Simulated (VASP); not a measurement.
Crystal: ScAl3.

```
Sc Al
1.0
     4.06037    0.00000    0.00000
     0.00000    4.06037    0.00000
     0.00000    0.00000    4.06037
Sc Al
1 3
Direct
  0.00000 0.00000 0.00000
  0.50000 0.50000 0.00000
  0.00000 0.50000 0.50000
  0.50000 0.00000 0.50000
```

Base run:

- Program: VASP 6.6.1
- Functional: PBEsol
- Potentials or basis: VASP PAW PBE potentials, release 64 (Sc_sv, Al)
- Cutoff: 520 eV
- k mesh: 7 × 7 × 7
- Occupations: fermi-dirac, width 0.05 eV
- Spin: no spin polarisation

Its results: band gap on the k mesh zero (band 10 reaches 8.38 eV, above the bottom of band 11 at 4.69 eV); pressure 0.9 GPa.

Q: The run is repeated on the same cell with these changes: functional from PBEsol to PBE. What comes out?

A: Band gap on the k mesh zero (band 10 reaches 8.47 eV, above the bottom of band 11 at 4.76 eV); pressure 3.1 GPa.

PBE binds less tightly than PBEsol, so the same cell stands under more pressure.

Caveats: the PAW data sets were made with another functional, which shifts forces and pressure a little (some runs).
